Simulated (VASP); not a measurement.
Crystal: CdTe.

```
Cd Te
1.0
     0.00000    3.24718    3.24718
     3.24718    0.00000    3.24718
     3.24718    3.24718    0.00000
Cd Te
1 1
Direct
  0.00000 0.00000 0.00000
  0.75000 0.75000 0.75000
```

This cell differs from its parent crystal: functional lda, volume scaled by 1.04.

Base run:

| Property | Result |
| --- | --- |
| Program | VASP 6.6.1 |
| Functional | LDA |
| Potentials or basis | VASP PAW LDA potentials, release 64 (Cd, Te) |
| Cutoff | 500 eV |
| k mesh | 10 × 10 × 10 |
| Occupations | fermi-dirac, width 0.08 eV |
| Spin | no spin polarisation |

Its results: band gap on the k mesh 0.53 eV, direct; pressure -1.4 GPa.

**Question.** The run is repeated on the same cell with these changes: functional from LDA to r2SCAN; potentials or basis from VASP PAW LDA potentials, release 64 (Cd, Te) to VASP PAW PBE potentials, release 64 (Cd, Te); cutoff from 500 eV to 550 eV. What comes out?

**Answer.** Band gap on the k mesh 1.25 eV, direct; pressure 1.4 GPa.

Caveats: spin-orbit coupling is left out, which moves the levels of the heavy elements; the PAW data sets were made with another functional, which shifts forces and pressure a little (some runs).

